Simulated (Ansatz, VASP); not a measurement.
# AgPd4: VASP beside Ansatz

```xyz
5
Lattice="2.7155 0.0000 0.0000 0.0000 2.7155 0.0000 0.0000 0.0000 23.6805" Properties=species:S:1:pos:R:3 pbc="T T T"
Ag    0.0000    0.0000    8.0438
Pd    1.3577    1.3577    9.9290
Pd    0.0000    0.0000   11.8402
Pd    1.3577    1.3577   13.7515
Pd    0.0000    0.0000   15.6367
```

Alike in both runs: task single point; functional LDA; k mesh 13 × 13 × 1; occupations fermi-dirac, width 0.05 eV; no spin polarisation.

|  | VASP | Ansatz |
| --- | --- | --- |
| version | VASP 6.6.1 | Ansatz 0.2.0 |
| potentials or method | VASP PAW LDA potentials, release 64 (Ag, Pd), cutoff 400 eV | all-electron LAPW, scalar-relativistic |

VASP gave:

```
rms of the force components (eV/Å) : 0.221
```

Question: Estimate Ansatz's values.

Answer: rms of the force components (eV/Å): 0.218.

LDA's correlation is that of Perdew and Zunger in VASP and of Perdew and Wang (1992) in Ansatz. Atom by atom the forces differ by 0.005 eV/Å (rms over components). Ansatz ran all-electron here, and VASP with PAW potentials.
